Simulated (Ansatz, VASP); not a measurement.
# C: VASP beside Ansatz

```
CELL_PARAMETERS angstrom
0.00000 1.81907 1.78340
1.81907 0.00000 1.78340
1.81907 1.81907 0.00000
ATOMIC_POSITIONS crystal
C 0.50000 0.50000 0.50000
C 0.75000 0.75000 0.75000
```

Change from the starting cell: equal xx and yy strain of +2 %.

Alike in both runs: task single point; functional PBE; k mesh 20 × 20 × 20; occupations fermi-dirac, width 0.08 eV; no spin polarisation.

|  | VASP | Ansatz |
| --- | --- | --- |
| version | VASP 6.6.1 | Ansatz 0.2.0 |
| potentials or method | VASP PAW PBE potentials, release 64 (C), cutoff 520 eV | all-electron LAPW, scalar-relativistic |

VASP gave:

| Item | Value |
| --- | --- |
| gap on the k mesh at the Fermi level (eV) | 3.56 |
| pressure (GPa) | -13.9 |
| traceless stress, the component that is largest in VASP (GPa) | 11.52 |

Problem. Which values does Ansatz return?

Solution. gap on the k mesh at the Fermi level (eV): 3.56; pressure (GPa): -14.5; traceless stress, the component that is largest in VASP (GPa): 11.54.

Ansatz ran all-electron here, and VASP with PAW potentials.
